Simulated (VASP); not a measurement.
## Ag: relaxation of the atoms with PBE

Crystal: Ag.

```
CELL_PARAMETERS angstrom
2.93000 0.00000 0.00000
-1.46500 2.53745 0.00000
0.00000 0.00000 4.64630
ATOMIC_POSITIONS crystal
Ag 0.33333 0.66667 0.25000
Ag 0.66667 0.33333 0.75000
```

This isn't the form of Ag at room conditions, which is fcc.

This cell differs from its parent crystal: z stretched by -3 %.

```yaml
Program: VASP 6.6.1
Task: relaxation of the atoms
Functional: PBE
Potentials_or_basis: VASP PAW PBE potentials, release 64 (Ag)
Cutoff: 520 eV
k_mesh: 18 × 18 × 10
Occupations: fermi-dirac, width 0.05 eV
Spin: no spin polarisation
Dipole_correction: no
Further_INCAR_settings: ALGO = Normal; EDIFF = 1e-07; IBRION = 2; EDIFFG = -0.02; NSW = 80
```

- Pressure after relaxing: 3.5 GPa
- Band gap on the k mesh: zero (bands 11 and 12 overlap by 7.33 eV)

Stress tensor (GPa, compression positive):
```
2.48 0.00 0.00
0.00 2.48 0.00
0.00 0.00 5.49
```

Final structure:
```
CELL_PARAMETERS angstrom
2.93000 0.00000 0.00000
-1.46500 2.53745 0.00000
0.00000 0.00000 4.64630
ATOMIC_POSITIONS crystal
Ag 0.33333 0.66667 0.25000
Ag 0.66667 0.33333 0.75000
```

Levels at points of the mesh, in eV from the Fermi level:
| k point | band 7 | band 8 | band 9 | band 10 | band 11 | band 12 | band 13 | band 14 | band 15 |
| --- | --- | --- | --- | --- | --- | --- | --- | --- | --- |
| (0.00, 0.00, 0.00) | -4.41 | -4.20 | -4.20 | -3.10 | -3.10 | -0.14 | 3.93 | 15.40 | 17.66 |
| (0.50, 0.00, 0.00) | -3.83 | -3.05 | -2.89 | -2.86 | 0.02 | 1.39 | 7.03 | 7.24 | 9.49 |
| (0.00, 0.00, 0.50) | -4.44 | -4.44 | -3.40 | -3.40 | -3.40 | -3.40 | 11.69 | 11.69 | 15.76 |
| (0.50, 0.00, 0.50) | -3.15 | -3.15 | -2.94 | -2.94 | 0.75 | 0.75 | 4.46 | 4.46 | 13.32 |

It took 35 s on 1 thread of Intel(R) Xeon(R) 6975P-C (Granite Rapids) (shared host), peak memory 0.22 GiB.

Caveat: the cell differs from its parent crystal (z stretched by -3 %); the relaxation stopped at its first step, so nothing moved.
